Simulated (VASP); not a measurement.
Set up this calculation in VASP 6.6.1, as the native input.

```
Task                   : electric field gradients
Functional             : PBEsol
Potentials or basis    : VASP PAW PBE potentials, release 64 (Se)
Cutoff                 : 520 eV
k mesh                 : 6 × 6 × 6
Occupations            : fermi-dirac, width 0.01 eV
Spin                   : no spin polarisation
Dipole correction      : no
Further INCAR settings : ALGO = Normal; EDIFF = 1e-08; NBANDS = 27
```

The structure of Se lies in POSCAR:

```
Se
1.0
    5.6809998619      3.2799267995      1.4615667000
   -5.6809998619      3.2799267995      1.4615667000
    0.0000000000     -6.5598535991      1.4615667000
Se
6
Direct
    0.2806600000      0.1625100000      0.9181800000
    0.9181800000      0.2806600000      0.1625100000
    0.1625100000      0.9181800000      0.2806600000
    0.7193400000      0.8374900000      0.0818200000
    0.0818200000      0.7193400000      0.8374900000
    0.8374900000      0.0818200000      0.7193400000
```

This cell differs from its parent crystal: zz strain of -1 %.

The input as run:

INCAR

```
SYSTEM = Se
ALGO     = Normal         ! electronic algorithm
EDIFF    = 1E-8           ! SCF threshold, eV
ENCUT    = 520            ! plane-wave cutoff, eV
GGA      = PS             ! functional
ISIF     = 2              ! what is computed and relaxed
ISMEAR   = -1             ! smearing method
LASPH    = .TRUE.         ! aspherical terms in the spheres
LCHARG   = .FALSE.        ! write CHGCAR
LEFG     = .TRUE.       
LREAL    = .FALSE.        ! projectors in reciprocal space
LWAVE    = .FALSE.        ! write WAVECAR
NBANDS   = 27             ! bands
NELM     = 100            ! most SCF steps
PREC     = Accurate       ! precision mode
SIGMA    = 0.01           ! smearing width, eV
```

KPOINTS

```
k-points
0
G
  6 6 6
  0 0 0
```

Potentials or basis: VASP PAW PBE potentials, release 64 (Se).

Command:

```console
$ cat potpaw_PBE.64/Se/POTCAR > POTCAR
$ mpirun -np 1 vasp_std > vasp.out
```

Results of the run:

```yaml
Pressure: 0.6 GPa
Largest_force: 0.459 eV/Å
Band_gap_on_the_k_mesh: 1.08 eV (least direct gap 1.33 eV)
Largest_electric_field_gradient_by_atom: Se -541.1 V/Å²
```

Caveat: the cell differs from its parent crystal (zz strain of -1 %); this functional lacks dispersion, which holds the molecules together, so the pressure and a relaxed volume are unreliable; without QUAD_EFG the Cq values of the log hold for a quadrupole moment of 1 mb, not for the nuclei; the PAW data sets were made with another functional, which shifts forces and pressure a little.

Wall time 4.5 min on 1 thread of AMD EPYC 7R43 64-Core Processor (Zen 3), on a shared host, peak memory 0.35 GiB.
